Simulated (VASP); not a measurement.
# Lu (Pm-3m) in VASP: further runs, part 2 of 2

VASP 6.6.1.

**3. Relaxation of cell and atoms, PBE**

This run uses another cell than the first one, of 29.84 Å³/atom.

Contents of INCAR:

```
SYSTEM = Lu
ALGO = Normal
EDIFF = 1E-7
EDIFFG = -0.04
ENCUT = 600
GGA = PE
IBRION = 2
ISIF = 3
ISMEAR = 0
LASPH = .True.
LCHARG = .False.
LREAL = .False.
LWAVE = .False.
NELM = 80
NSW = 90
PREC = Accurate
SIGMA = 0.1
```

Contents of KPOINTS:

```
k-points
0
Gamma
  4 4 4
  0 0 0
```

Contents of POSCAR:

```
Lu
1.0
    4.4733255600      0.0000000000      0.0000000000
    0.0000000000      4.4733255600      0.0000000000
    0.0000000000      0.0000000000      4.4733255600
Lu
3
Direct
    0.5000000000      0.0000000000      0.0000000000
    0.0000000000      0.5000000000      0.0000000000
    0.0000000000      0.0000000000      0.5000000000
```

Potentials or basis: VASP PAW PBE potentials, release 64 (Lu).

Run with:

```
$ cat potpaw_PBE.64/Lu/POTCAR > POTCAR
$ mpirun -np 1 vasp_std > vasp.out
```

OUTCAR:

```text
SYSTEM = Lu
   EDIFF = 1E-7
   EDIFFG = -0.04
   ENCUT = 600
   GGA = PE
   IBRION = 2
   ISIF = 3
   ISMEAR = 0
   LASPH = .True.
   LREAL = .False.
   NELM = 80
   NSW = 90
   PREC = Accurate

 ion  position               nearest neighbor table
   1  0.500  0.000  0.000-   2 3.16   3 3.16   3 3.16   2 3.16   2 3.16   3 3.16   3 3.16   2 3.16

   2  0.000  0.500  0.000-   1 3.16   3 3.16   3 3.16   1 3.16   3 3.16   3 3.16   1 3.16   1 3.16

   3  0.000  0.000  0.500-   1 3.16   2 3.16   1 3.16   2 3.16   2 3.16   2 3.16   1 3.16   1 3.16

  LATTYP: Found a simple cubic cell.
 ALAT       =     4.4733255600

  Lattice vectors:

 A1 = (   4.4733255600,   0.0000000000,   0.0000000000)
 A2 = (   0.0000000000,   4.4733255600,   0.0000000000)
 A3 = (   0.0000000000,   0.0000000000,   4.4733255600)

Analysis of symmetry for initial positions (statically):
=====================================================================
 Subroutine PRICEL returns:
 Original cell was already a primitive cell.

 Routine SETGRP: Setting up the symmetry group for a
 simple cubic supercell.

 Subroutine GETGRP returns: Found 48 space group operations
 (whereof 48 operations were pure point group operations)
 out of a pool of 48 trial point group operations.

The static configuration has the point symmetry O_h .

Analysis of symmetry for dynamics (positions and initial velocities):
=====================================================================
 Subroutine PRICEL returns:
 Original cell was already a primitive cell.

 Routine SETGRP: Setting up the symmetry group for a
 simple cubic supercell.

 Subroutine GETGRP returns: Found 48 space group operations
 (whereof 48 operations were pure point group operations)
 out of a pool of 48 trial point group operations.

The dynamic configuration has the point symmetry O_h .

 Subroutine INISYM returns: Found 48 space group operations
 (whereof 48 operations are pure point group operations),
 and found     1 'primitive' translations

----------------------------------------------------------------------------------------

                                     Primitive cell

  volume of cell :      89.5141

  direct lattice vectors                    reciprocal lattice vectors
     4.473325560  0.000000000  0.000000000     0.223547333  0.000000000  0.000000000
     0.000000000  4.473325560  0.000000000     0.000000000  0.223547333  0.000000000
     0.000000000  0.000000000  4.473325560     0.000000000  0.000000000  0.223547333

  length of vectors
     4.473325560  4.473325560  4.473325560     0.223547333  0.223547333  0.223547333

  position of ions in fractional coordinates (direct lattice)
     0.500000000  0.000000000  0.000000000
     0.000000000  0.500000000  0.000000000
     0.000000000  0.000000000  0.500000000

  ion indices of the primitive-cell ions
   primitive index   ion index
[... 103 lines left out ...]

 Free energy of the ion-electron system (eV)
  ---------------------------------------------------
  ext. energy  EPLUGINS =         0.00000000
  ---------------------------------------------------
  free energy    TOTEN  =       -11.11255430 eV

  energy without entropy =      -11.06956110  energy(sigma->0) =      -11.09105770

 E-fermi :   1.8196     XC(G=0): -10.4078

 val. band max:        1.8152874503   @ k =   0.5000   0.2500   0.2500
 cond. band min:       1.8329428427   @ k =   0.2500   0.0000   0.0000
 fundamental gap:      0.0176553924
 Fermi energy:         1.8195747786

 k-point     1 :       0.0000    0.0000    0.0000
  band No.  band energies     occupation
      1     -54.3207      2.00000
      2     -54.2264      2.00000
      3     -54.2264      2.00000
      4     -25.3473      2.00000
      5     -25.3473      2.00000
      6     -25.3473      2.00000
[... 469 lines left out ...]
     44       4.0139      0.00000
     45       5.6286      0.00000

------------------------ aborting loop because EDIFF is reached ----------------------------------------

  FORCE on cell =-STRESS in cart. coord.  units (eV):
  Direction    XX          YY          ZZ          XY          YZ          ZX
  --------------------------------------------------------------------------------------
  -------------------------------------------------------------------------------------
  Total        3.6360047      3.6360047      3.6360047      0.0000000      0.0000000     -0.0000000
  in kB       65.0793942     65.0793942     65.0793942      0.0000000      0.0000000     -0.0000000
  external PRESSURE =      65.0793942 kB  Pullay stress =       0.0000000 kB

 VOLUME and BASIS-vectors are now :
 -----------------------------------------------------------------------------
  energy-cutoff  :      600.00
  volume of cell :       89.51
      direct lattice vectors                 reciprocal lattice vectors
     4.473325560  0.000000000  0.000000000     0.223547333  0.000000000  0.000000000
     0.000000000  4.473325560  0.000000000     0.000000000  0.223547333  0.000000000
     0.000000000  0.000000000  4.473325560     0.000000000  0.000000000  0.223547333

 POSITION                                       TOTAL-FORCE (eV/Angst)
 -----------------------------------------------------------------------------------
      2.23666      0.00000      0.00000         0.000000      0.000000      0.000000
      0.00000      2.23666      0.00000         0.000000      0.000000      0.000000
      0.00000      0.00000      2.23666         0.000000      0.000000      0.000000
 -----------------------------------------------------------------------------------
    total drift:                                0.000000      0.000000     -0.000000

  FREE ENERGIE OF THE ION-ELECTRON SYSTEM (eV)
  ---------------------------------------------------
  free  energy   TOTEN  =       -11.1125542959 eV

  energy  without entropy=      -11.0695610979  energy(sigma->0) =      -11.09105770

--------------------------------------- Ionic step        2  -------------------------------------------

 number of electron      74.9999945 magnetization

 Free energy of the ion-electron system (eV)
  ---------------------------------------------------
  ext. energy  EPLUGINS =         0.00000000
  ---------------------------------------------------
  free energy    TOTEN  =       -11.40358102 eV

  energy without entropy =      -11.36544011  energy(sigma->0) =      -11.38451056

 E-fermi :   1.2883     XC(G=0):  -9.6453

 val. band max:        1.2831347395   @ k =   0.2500   0.2500   0.0000
 cond. band min:       1.3514605066   @ k =   0.2500   0.0000   0.0000
 fundamental gap:      0.0683257671
 Fermi energy:         1.2883342422

 k-point     1 :       0.0000    0.0000    0.0000
  band No.  band energies     occupation
      1     -55.2798      2.00000
      2     -55.2357      2.00000
      3     -55.2357      2.00000
      4     -26.1274      2.00000
      5     -26.1274      2.00000
      6     -26.1274      2.00000
[... 469 lines left out ...]
     44       3.2138      0.00000
     45       4.5843      0.00000

------------------------ aborting loop because EDIFF is reached ----------------------------------------

  FORCE on cell =-STRESS in cart. coord.  units (eV):
  Direction    XX          YY          ZZ          XY          YZ          ZX
  --------------------------------------------------------------------------------------
  -------------------------------------------------------------------------------------
  Total       -0.0909169     -0.0909169     -0.0909169      0.0000000     -0.0000000      0.0000000
  in kB       -1.3722321     -1.3722321     -1.3722321      0.0000000     -0.0000000      0.0000000
  external PRESSURE =      -1.3722321 kB  Pullay stress =       0.0000000 kB

 VOLUME and BASIS-vectors are now :
 -----------------------------------------------------------------------------
  energy-cutoff  :      600.00
  volume of cell :      106.15
      direct lattice vectors                 reciprocal lattice vectors
     4.734881678  0.000000000 -0.000000000     0.211198519 -0.000000000  0.000000000
     0.000000000  4.734881678  0.000000000    -0.000000000  0.211198519 -0.000000000
    -0.000000000  0.000000000  4.734881678     0.000000000 -0.000000000  0.211198519

 POSITION                                       TOTAL-FORCE (eV/Angst)
 -----------------------------------------------------------------------------------
      2.36744      0.00000     -0.00000        -0.000000     -0.000000      0.000000
      0.00000      2.36744      0.00000         0.000000     -0.000000      0.000000
     -0.00000      0.00000      2.36744        -0.000000      0.000000      0.000000
 -----------------------------------------------------------------------------------
    total drift:                                0.000000      0.000000     -0.000000

  FREE ENERGIE OF THE ION-ELECTRON SYSTEM (eV)
  ---------------------------------------------------
  free  energy   TOTEN  =       -11.4035810213 eV

  energy  without entropy=      -11.3654401076  energy(sigma->0) =      -11.38451056

 reached required accuracy - stopping structural energy minimisation
```

OSZICAR:

```text
N       E                     dE             d eps       ncg     rms          rms(c)
DAV:   1     0.613124028795E+03    0.61312E+03   -0.28382E+04  1293   0.587E+03
DAV:   2     0.799775801301E+02   -0.53315E+03   -0.50807E+03  1164   0.803E+02
DAV:   3     0.245931033986E+01   -0.77518E+02   -0.75116E+02  1015   0.203E+02
DAV:   4    -0.108472076094E+02   -0.13307E+02   -0.13025E+02  1355   0.577E+01
[... 22 lines left out ...]
DAV:  11    -0.114035819405E+02   -0.37798E-05   -0.24458E-05  1361   0.338E-02    0.491E-03
DAV:  12    -0.114035812769E+02    0.66359E-06   -0.35904E-06  1217   0.167E-02    0.336E-03
DAV:  13    -0.114035806351E+02    0.64171E-06   -0.83585E-07  1020   0.832E-03    0.263E-03
DAV:  14    -0.114035810978E+02   -0.46261E-06   -0.17658E-07   697   0.393E-03    0.558E-04
DAV:  15    -0.114035810213E+02    0.76434E-07   -0.23612E-08   570   0.122E-03
   2 F= -.11403581E+02 E0= -.11384511E+02  d E =-.291027E+00
```

CONTCAR:

```text
Lu
   1.00000000000000
     4.7348816780114253    0.0000000000000000   -0.0000000000000000
     0.0000000000000000    4.7348816780114253    0.0000000000000000
    -0.0000000000000000    0.0000000000000000    4.7348816780114253
  Lu
     3
Direct
     0.5000000000000000    0.0000000000000000    0.0000000000000000
     0.0000000000000000    0.5000000000000000    0.0000000000000000
     0.0000000000000000    0.0000000000000000    0.5000000000000000

  0.00000000E+00  0.00000000E+00  0.00000000E+00
  0.00000000E+00  0.00000000E+00  0.00000000E+00
  0.00000000E+00  0.00000000E+00  0.00000000E+00
```

Wall time 1.9 min (1 thread of AMD EPYC 9755, shared host); peak memory 0.18 GiB.

What came out:

| Quantity | Value |
| --- | --- |
| Free energy | -11.4036 eV |
| Relaxed volume | 35.38 Å³/atom |
| Relaxed cell | a = 4.735 Å, b = 4.735 Å, c = 4.735 Å, α = 90.00°, β = 90.00°, γ = 90.00° |
| Space group after relaxing (to 0.1 Å) | Pm-3m (No. 221) |
| Energy gained by relaxing | 97.0 meV/atom |
| Ionic steps | 2 |
| Pressure after relaxing | -0.1 GPa |
| Band gap on the k mesh | zero (an odd number of electrons rules out a gap without spin polarisation) |

The path:
```
step  energy change (eV)  largest force (eV/Å)  pressure (GPa)  volume (Å³)
   1              0.0000                0.0000            6.51        89.51
   2             -0.2910                0.0000           -0.14       106.15
```

Final structure:
```yaml
crystal:
  lattice:
    - [4.73488, 0.00000, 0.00000]
    - [0.00000, 4.73488, 0.00000]
    - [0.00000, 0.00000, 4.73488]
  atoms:
    - { symbol: Lu, position: [0.50000, 0.00000, 0.00000] }
    - { symbol: Lu, position: [0.00000, 0.50000, 0.00000] }
    - { symbol: Lu, position: [0.00000, 0.00000, 0.50000] }
```

Caveat: the volume moved by over 15 % at a fixed basis, so the end points are rough; spin-orbit coupling is left out, which moves the levels of the heavy elements.

The gap in the log of VASP goes by the Fermi energy; the results here count the filled bands.